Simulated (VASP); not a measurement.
The system is ScB2N3.

```xyz
6
Lattice="4.7079 0.0000 0.0000 -2.3540 4.0772 0.0000 0.0000 0.0000 3.6227" Properties=species:S:1:pos:R:3 pbc="T T T"
Sc    0.0000    0.0000    0.0000
B     2.3540    1.3591    0.0000
B     0.0000    2.7181    0.0000
N    -1.1770    2.0386    1.8114
N     1.1770    2.0386    1.8114
N     2.3540    0.0000    1.8114
```

- Program: VASP 6.6.1
- Task: relaxation of cell and atoms
- Functional: PBE
- Potentials or basis: VASP PAW PBE potentials, release 64 (Sc_sv, B, N)
- Cutoff: 600 eV
- k mesh: 6 × 6 × 6
- Occupations: gaussian, width 0.1 eV
- Spin: no spin polarisation

At the start: pressure -25.5 GPa; volume 11.59 Å³/atom.

Problem. How do energy, volume and symmetry change on relaxing?

Solution. Over 15 steps the energy falls by 1230.1 meV/atom and the volume is 7.75 Å³/atom (-33.2 %); space group P6/mmm (No. 191, to 0.05 Å).

Step by step:
| step | energy change (eV) | largest force (eV/Å) | pressure (GPa) | volume (Å³) |
| --- | --- | --- | --- | --- |
| 1 | 0.0000 | 0.0000 | -25.46 | 69.54 |
| 2 | -2.8635 | 0.0000 | -5.73 | 52.45 |
| 3 | -3.4967 | 0.0000 | 11.68 | 46.30 |
| 4 | -2.9099 | 0.0000 | 101.91 | 35.29 |
| 5 | -3.6829 | 0.0000 | 18.12 | 44.39 |
| 6 | -5.0404 | 0.0000 | 31.70 | 41.50 |
| 7 | -5.4477 | 0.0000 | 44.76 | 39.89 |
| 8 | -5.1108 | 0.0000 | 83.31 | 36.62 |
| 9 | -5.5054 | 0.0000 | 55.50 | 38.85 |
| 10 | -6.4041 | 0.0000 | 36.54 | 40.86 |
| 11 | -7.3717 | 0.0000 | 3.36 | 45.88 |
| 12 | -7.3722 | 0.0000 | 2.63 | 46.02 |
| 13 | -7.3784 | 0.0000 | 1.63 | 46.22 |
| 14 | -7.3800 | 0.0000 | 0.79 | 46.39 |
| 15 | -7.3805 | 0.0000 | 0.35 | 46.48 |

Final structure:
```
Sc B N
1.0
     4.73299    0.00000    0.00000
    -2.36649    4.09889    0.00000
     0.00000    0.00000    2.39589
Sc B N
1 2 3
Direct
  0.00000 0.00000 0.00000
  0.66667 0.33333 0.00000
  0.33333 0.66667 0.00000
  0.00000 0.50000 0.50000
  0.50000 0.50000 0.50000
  0.50000 0.00000 0.50000
```

Caveat: the volume moved by over 15 % at a fixed basis, so the end points are rough.
